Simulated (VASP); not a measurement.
A run of VASP 6.6.1:

The input INCAR:

```
SYSTEM = LiMg3Cl6
PREC = Accurate ; ENCUT = 520
EDIFF = 1E-6 ; ISMEAR = 0
SIGMA = 0.1 ; LREAL = .FALSE.
LASPH = .TRUE. ; NELM = 100
ALGO = Normal ; ISIF = 2
LWAVE = .FALSE. ; LCHARG = .FALSE.
GGA = PE ; NBANDS = 36
```

File KPOINTS:

```
regular mesh
0
G
  3 3 4
  0 0 0
```

Contents of POSCAR:

```
LiMg3Cl6
1.0
    6.0180398600      0.0000000000      0.0000000000
   -3.0090199300      5.2117754000      0.0000000000
    0.0000000000      0.0000000000      5.5459378300
Li Mg Cl
1 3 6
Direct
    0.0000000000      0.0000000000      0.0000000000
    0.3333333300      0.6666666700      0.0000000000
    0.6666666700      0.3333333300      0.0000000000
    0.0000000000      0.0000000000      0.5000000000
    0.3334000100      0.0000000000      0.2500000000
    0.0000000000      0.3334000100      0.2500000000
    0.6665999900      0.6665999900      0.2500000000
    0.0000000000      0.6665999900      0.7500000000
    0.6665999900      0.0000000000      0.7500000000
    0.3334000100      0.3334000100      0.7500000000
```

Potentials or basis: VASP PAW PBE potentials, release 64 (Li_sv, Mg, Cl).

Launch:

```sh
$ cat potpaw_PBE.64/Li_sv/POTCAR potpaw_PBE.64/Mg/POTCAR potpaw_PBE.64/Cl/POTCAR > POTCAR
$ mpirun -np 1 vasp_std > vasp.out
```

Hardware: 1 thread of Oxide Virtual Turin-like Processor (shared host).

Question: Estimate the wall time of this run.

Answer: Run time: 89 s on 1 thread of Oxide Virtual Turin-like Processor, with other jobs on the host, peak memory 0.28 GiB. Counts: scf iterations 14, k points 10.
